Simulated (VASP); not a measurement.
Crystal: MgO (rocksalt type).

```
CELL_PARAMETERS angstrom
0.00000 2.15443 2.15443
2.15443 0.00000 2.15443
2.15443 2.15443 0.00000
ATOMIC_POSITIONS crystal
Mg 0.00000 0.00000 0.00000
O 0.50000 0.50000 0.50000
```

| Property | Result |
| --- | --- |
| Program | VASP 6.6.1 |
| Task | relaxation of cell and atoms |
| Functional | LDA |
| Potentials or basis | VASP PAW LDA potentials, release 64 (Mg, O) |
| Cutoff | 600 eV |
| k mesh | 15 × 15 × 15 |
| Occupations | fermi-dirac, width 0.05 eV |
| Spin | no spin polarisation |

At the start: pressure -16.6 GPa; volume 10.00 Å³/atom.

Q: Where does the relaxation end?

A: Over 3 steps the energy falls by 63.5 meV/atom and the volume is 8.89 Å³/atom (-11.1 %); space group Fm-3m (No. 225, to 0.05 Å).

The path:
```tsv
step	energy change (eV)	largest force (eV/Å)	pressure (GPa)	volume (Å³)
1	0.0000	0.0000	-16.57	20.00
2	-0.1138	0.0000	6.96	17.15
3	-0.1270	0.0000	0.04	17.78
```

Final structure:
```cif
data_structure
_symmetry_space_group_name_H-M 'P 1'
_symmetry_Int_Tables_number 1
_cell_length_a 2.9294
_cell_length_b 2.9294
_cell_length_c 2.9294
_cell_angle_alpha 60.000
_cell_angle_beta 60.000
_cell_angle_gamma 60.000
_cell_volume 17.78
loop_
_atom_site_label
_atom_site_type_symbol
_atom_site_fract_x
_atom_site_fract_y
_atom_site_fract_z
_atom_site_occupancy
Mg1 Mg 0.00000 0.00000 0.00000 1
O1 O 0.50000 0.50000 0.50000 1
```
